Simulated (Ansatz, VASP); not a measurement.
**B: VASP beside Ansatz**

```xyz
4
Lattice="1.6848 0.0000 0.0000 -0.8424 1.4591 0.0000 0.0000 0.0000 15.3236" Properties=species:S:1:pos:R:3 pbc="T T T"
B     0.0000    0.0000    0.0000
B     0.0000    0.0000    7.6618
B     0.0000    0.9727    3.8309
B     0.8424    0.4864   11.4927
```

Alike in both runs: task single point; functional r2SCAN; k mesh 23 × 23 × 3; occupations fermi-dirac, width 0.1 eV; no spin polarisation.

|  | VASP | Ansatz |
| --- | --- | --- |
| version | VASP 6.6.1 | Ansatz 0.2.0 |
| potentials or method | VASP PAW PBE potentials, release 64 (B), cutoff 520 eV | plane waves (500 eV) with PAW, scalar-relativistic |
| valence electrons in the cell | 12 | 12 |

Ansatz gave:

```
pressure (GPa)                                                : 6.3
traceless stress, the component that is largest in VASP (GPa) : -7.67
```

Task: What did VASP give for the same quantities?

Result: Pressure (GPa): 6.4; traceless stress, the component that is largest in VASP (GPa): -7.92.

VASP's potentials were made for PBE, not for r2SCAN. With one functional, cell and mesh, what is left measures potentials, basis and numerics.
